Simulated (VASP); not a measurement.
# SrTiO3 (P4mm) in VASP: further runs, part 2 of 2

VASP 6.6.1. The steps go on from the part before.

**4. Single point, PBE (mode 1 frozen in at -0.096 Å and mode 7 at -0.115 Å (largest displacements))**

Contents of INCAR:

```
PREC     = Accurate       # precision mode
ENCUT    = 520            # plane-wave cutoff, eV
EDIFF    = 1E-6           # SCF threshold, eV
ISMEAR   = 0              # smearing method
SIGMA    = 0.05           # smearing width, eV
LREAL    = False          # projectors in reciprocal space
LASPH    = True           # aspherical terms in the spheres
NELM     = 100            # most SCF steps
ALGO     = Normal         # electronic algorithm
ISIF     = 2              # what is computed and relaxed
LWAVE    = False          # write WAVECAR
LCHARG   = False          # write CHGCAR
GGA      = PE             # functional
NBANDS   = 28             # bands
```

Contents of KPOINTS:

```
regular mesh
0
Gamma
  8 8 8
```

Contents of POSCAR:

```
SrTiO3
1.0
    3.9364094381      0.0000000000      0.0000000000
    0.0000000000      3.9364094381      0.0000000000
    0.0000000000      0.0000000000      3.9364094381
Sr Ti O
1 1 3
Direct
   -0.0205634587      0.0000000000      0.0000000000
    0.5453998628      0.5000000000      0.5000000000
   -0.0142234243      0.5000000000      0.5000000000
    0.4955052061      0.0000000000      0.5000000000
    0.4955052061      0.5000000000      0.0000000000
```

Potentials or basis: VASP PAW PBE potentials, release 64 (Sr_sv, Ti_sv, O).

Command:

```sh
cat potpaw_PBE.64/Sr_sv/POTCAR potpaw_PBE.64/Ti_sv/POTCAR potpaw_PBE.64/O/POTCAR > POTCAR
mpirun -np 1 vasp_std > vasp.out
```

OUTCAR:

```text
PREC = Accurate
   ENCUT = 520
   EDIFF = 1E-6
   ISMEAR = 0
   LREAL = False
   LASPH = True
   NELM = 100
   ISIF = 2
   GGA = PE

 ion  position               nearest neighbor table
   1  0.979  0.000  0.000-   4 2.74   5 2.74   4 2.74   5 2.74   3 2.78   3 2.78   3 2.78   3 2.78
                             4 2.83   5 2.83   4 2.83   5 2.83   2 3.27   2 3.27   2 3.27   2 3.27
   2  0.545  0.500  0.500-   3 1.73   4 1.98   5 1.98   5 1.98   4 1.98   3 2.20   1 3.27   1 3.27
                             1 3.27   1 3.27   1 3.57   1 3.57   1 3.57   1 3.57
   3  0.986  0.500  0.500-   2 1.73   2 2.20   1 2.78   1 2.78   1 2.78   1 2.78
   4  0.496  0.000  0.500-   2 1.98   2 1.98   1 2.74   1 2.74   1 2.83   1 2.83
   5  0.496  0.500  0.000-   2 1.98   2 1.98   1 2.74   1 2.74   1 2.83   1 2.83

  LATTYP: Found a simple cubic cell.
 ALAT       =     3.9364094381

  Lattice vectors:

 A1 = (   3.9364094381,   0.0000000000,   0.0000000000)
 A2 = (   0.0000000000,   3.9364094381,   0.0000000000)
 A3 = (   0.0000000000,   0.0000000000,   3.9364094381)

Analysis of symmetry for initial positions (statically):
=====================================================================
 Subroutine PRICEL returns:
 Original cell was already a primitive cell.

 Routine SETGRP: Setting up the symmetry group for a
 simple cubic supercell.

 Subroutine GETGRP returns: Found  8 space group operations
 (whereof  8 operations were pure point group operations)
 out of a pool of 48 trial point group operations.

The static configuration has the point symmetry C_4v.

Analysis of symmetry for dynamics (positions and initial velocities):
=====================================================================
 Subroutine PRICEL returns:
 Original cell was already a primitive cell.

 Routine SETGRP: Setting up the symmetry group for a
 simple cubic supercell.

 Subroutine GETGRP returns: Found  8 space group operations
 (whereof  8 operations were pure point group operations)
 out of a pool of 48 trial point group operations.

The dynamic configuration has the point symmetry C_4v.

 Subroutine INISYM returns: Found  8 space group operations
 (whereof  8 operations are pure point group operations),
 and found     1 'primitive' translations

----------------------------------------------------------------------------------------

                                     Primitive cell

  volume of cell :      60.9959

  direct lattice vectors                    reciprocal lattice vectors
     3.936409438  0.000000000  0.000000000     0.254038615  0.000000000  0.000000000
     0.000000000  3.936409438  0.000000000     0.000000000  0.254038615  0.000000000
     0.000000000  0.000000000  3.936409438     0.000000000  0.000000000  0.254038615

  length of vectors
     3.936409438  3.936409438  3.936409438     0.254038615  0.254038615  0.254038615

  position of ions in fractional coordinates (direct lattice)
     0.979436541  0.000000000  0.000000000
     0.545399863  0.500000000  0.500000000
     0.985776576  0.500000000  0.500000000
     0.495505206  0.000000000  0.500000000
     0.495505206  0.500000000  0.000000000

  ion indices of the primitive-cell ions
   primitive index   ion index
                 1           1
                 2           2
                 3           3
[... 23 lines left out ...]

 Subroutine IBZKPT returns following result:
 ===========================================

 Found     75 irreducible k-points:

 Following reciprocal coordinates:
            Coordinates               Weight
  0.000000  0.000000  0.000000      1.000000
  0.125000  0.000000  0.000000      2.000000
  0.000000  0.125000  0.000000      4.000000
  0.250000  0.000000  0.000000      2.000000
  0.000000  0.250000  0.000000      4.000000
  0.375000  0.000000  0.000000      2.000000
[... 16 lines left out ...]
  0.375000  0.250000  0.000000      8.000000
  0.000000  0.375000  0.250000      8.000000
 [... further k-points ...]
   k-points           NKPTS =     75   k-points in BZ     NKDIM =     75   number of bands    NBANDS=     28
   number of dos      NEDOS =    301   number of ions     NIONS =      5
   total plane-waves  NPLWV =  27000
   dimension x,y,z NGX =    30 NGY =   30 NGZ =   30
   dimension x,y,z NGXF=    60 NGYF=   60 NGZF=   60
   ions per type =               1   1   3
   NGX,Y,Z   is equivalent  to a cutoff of  12.67, 12.67, 12.67 a.u.
   NGXF,Y,Z  is equivalent  to a cutoff of  25.34, 25.34, 25.34 a.u.
 SYSTEM =  unknown system
   PREC   = accura    normal or accurate (medium, high low for compatibility)
   ISTART =      0    job   : 0-new  1-cont  2-samecut
   ICHARG =      2    charge: 1-file 2-atom 10-const
   ISPIN  =      1    spin polarized calculation?
   LNONCOLLINEAR =      F non collinear calculations
   LSORBIT =      F    spin-orbit coupling
   LASPH  =      T    aspherical Exc in radial PAW
   ENCUT  =  520.0 eV  38.22 Ry    6.18 a.u.   7.32  7.32  7.32*2*pi/ulx,y,z
   NELM   =    100;   NELMIN=  2; NELMDL= -5     # of ELM steps
   EDIFF  = 0.1E-05   stopping-criterion for ELM
   LREAL  =      F    real-space projection
   EDIFFG = 0.1E-04   stopping-criterion for IOM
   NSW    =      0    number of steps for IOM
   IBRION =     -1    ionic relax: 0-MD 1-quasi-New 2-CG
   NFREE  =      0    steps in history (QN), initial steepest desc. (CG)
   ISIF   =      2    stress and relaxation
   ISYM   =      2    0-nonsym 1-usesym 2-fastsym
   POTIM  = 0.5000    time-step for ionic-motion
   TEBEG  =    0.0;   TEEND  =   0.0 temperature during run
   PSTRESS=    0.0 pullay stress
   NELECT =      40.0000    total number of electrons
   NUPDOWN=      -1.0000    fix difference up-down
   EMIN   =  10.00;   EMAX   =-10.00  energy-range for DOS
   EFERMI =   0.00;   METHOD = LEGACY
   ISMEAR =     0;   SIGMA  =   0.05  broadening in eV -4-tet -1-fermi 0-gaus
   EFERMI_NEDOS =   21; number of points for ismear=-14 and -15
   IALGO  =     38    algorithm
   IMIX   =      4    mixing-type and parameters
     AMIX     =   0.40;   BMIX     =  1.00
     AMIX_MAG =   1.60;   BMIX_MAG =  1.00
  volume/ion in A,a.u.               =      12.20        82.32
  Fermi-wavevector in a.u.,A,eV,Ry     =   1.422311  2.687778 27.524158  2.022969
  Thomas-Fermi vector in A             =   2.543028
   LORBIT       =      0    0 simple, 1 ext, 2 COOP (PROOUT), +10 PAW based schemes
   GGA     = PE    functional components
   LHFCALC =     F    Hartree Fock is set to
   AEXX    =    0.0000 exact exchange contribution
   IVDW    =     0    specifies the selected vdW correction
   LEPSILON=     F    determine dielectric tensor
   LRPA    =     F    only Hartree local field effects (RPA)
 non-spin polarized calculation
 Gauss-broadening in eV      SIGMA  =   0.05
  energy-cutoff  :      520.00
  volume of cell :       61.00
 maximum number of plane-waves:      1671
 NGX is ok and might be reduce to    30
   NGX = 15   NGY = 15   NGZ = 15

 number of electron      39.9999995 magnetization

 Free energy of the ion-electron system (eV)
  ---------------------------------------------------
  ext. energy  EPLUGINS =         0.00000000
  ---------------------------------------------------
  free energy    TOTEN  =       -39.92176503 eV

  energy without entropy =      -39.92176503  energy(sigma->0) =      -39.92176503

 E-fermi :   4.3774     XC(G=0): -11.1221

 val. band max:        4.0947455376   @ k =   0.5000   0.5000   0.5000
 cond. band min:       5.9727600762   @ k =   0.0000   0.0000   0.0000
 fundamental gap:      1.8780145386
 Fermi energy:         4.3773995808

 k-point     1 :       0.0000    0.0000    0.0000
  band No.  band energies     occupation
      1     -52.2848      2.00000
      2     -28.9698      2.00000
      3     -28.7027      2.00000
      4     -28.5101      2.00000
      5     -28.5101      2.00000
      6     -13.3974      2.00000
[... 733 lines left out ...]
     27      11.7886      0.00000
     28      12.0629      0.00000

 [... further k-points ...]
[... 5 lines left out ...]
  --------------------------------------------------------------------------------------
  -------------------------------------------------------------------------------------
  Total        4.1419243      0.7348447      0.7348447      0.0000000      0.0000000      0.0000000
  in kB      108.7957530     19.3021364     19.3021364      0.0000000      0.0000000      0.0000000
  external PRESSURE =      49.1333419 kB  Pullay stress =       0.0000000 kB

 VOLUME and BASIS-vectors are now :
 -----------------------------------------------------------------------------
  energy-cutoff  :      520.00
  volume of cell :       61.00
      direct lattice vectors                 reciprocal lattice vectors
     3.936409438  0.000000000  0.000000000     0.254038615  0.000000000  0.000000000
     0.000000000  3.936409438  0.000000000     0.000000000  0.254038615  0.000000000
     0.000000000  0.000000000  3.936409438     0.000000000  0.000000000  0.254038615

 POSITION                                       TOTAL-FORCE (eV/Angst)
 -----------------------------------------------------------------------------------
      3.85546      0.00000      0.00000         0.731922     -0.000000     -0.000000
      2.14692      1.96820      1.96820        -2.466923     -0.000000      0.000000
      3.88042      1.96820      1.96820         1.694966      0.000000     -0.000000
      1.95051      0.00000      1.96820         0.020017      0.000000      0.000000
      1.95051      1.96820      0.00000         0.020017     -0.000000     -0.000000
 -----------------------------------------------------------------------------------
    total drift:                               -0.000100      0.000000     -0.000003

  FREE ENERGIE OF THE ION-ELECTRON SYSTEM (eV)
  ---------------------------------------------------
  free  energy   TOTEN  =       -39.9217650344 eV

  energy  without entropy=      -39.9217650344  energy(sigma->0) =      -39.92176503
```

Wall time 78 s (1 thread of Intel Xeon Platinum 8488C (Sapphire Rapids), shared host); peak memory 0.25 GiB.

What came out:

- Free energy: -39.9218 eV
- Pressure: 4.9 GPa
- Largest force: 2.467 eV/Å
- Band gap on the k mesh: 1.88 eV, indirect (least direct gap 2.52 eV)

Forces in eV/Å, atoms in the order of the input:
```
Sr   0.732  0.000  0.000
Ti  -2.467  0.000  0.000
O    1.695  0.000  0.000
O    0.020  0.000  0.000
O    0.020  0.000  0.000
```

Caveat: the cell differs from its parent crystal (mode 1 frozen in at -0.096 Å and mode 7 at -0.115 Å (largest displacements)); forces of over 1 eV/Å act on the atoms, so gaps and moduli don't describe the material at rest. A k mesh can miss the band edges.
